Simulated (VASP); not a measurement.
A run of VASP 6.6.1 is set up as follows.

INCAR

```
SYSTEM = AlRu
PREC = Accurate ; ENCUT = 520
EDIFF = 1E-6 ; ISMEAR = 0
SIGMA = 0.1 ; LREAL = .FALSE.
LASPH = .TRUE. ; NELM = 60
ALGO = Fast ; ISIF = 2
LWAVE = .FALSE. ; LCHARG = .FALSE.
GGA = PE ; NBANDS = 16
```

KPOINTS

```
Automatic mesh
0
G
  18 18 18
  0 0 0
```

Contents of POSCAR:

```
AlRu
1.0
    3.0943021612      0.0000000000      0.0000000000
    0.0000000000      3.0943021612      0.0000000000
    0.0000000000      0.0000000000      2.9272647671
Al Ru
1 1
Direct
    0.0000000000      0.0000000000      0.0000000000
    0.5000000000      0.5000000000      0.5000000000
```

Potentials or basis: VASP PAW PBE potentials, release 64 (Al, Ru_pv).

Command:

```sh
$ cat potpaw_PBE.64/Al/POTCAR potpaw_PBE.64/Ru_pv/POTCAR > POTCAR
$ mpirun -np 1 vasp_std > vasp.out
```

(1) Predict the pressure.

(2) Predict the band gap on the k mesh.

Answers

(1) -6.1 GPa.

(2) zero (an odd number of electrons rules out a gap without spin polarisation).

Caveat: the cell differs from its parent crystal (biaxial strain in the a-b plane: +3.0 %, then relaxed in part); the cell stands under tension.
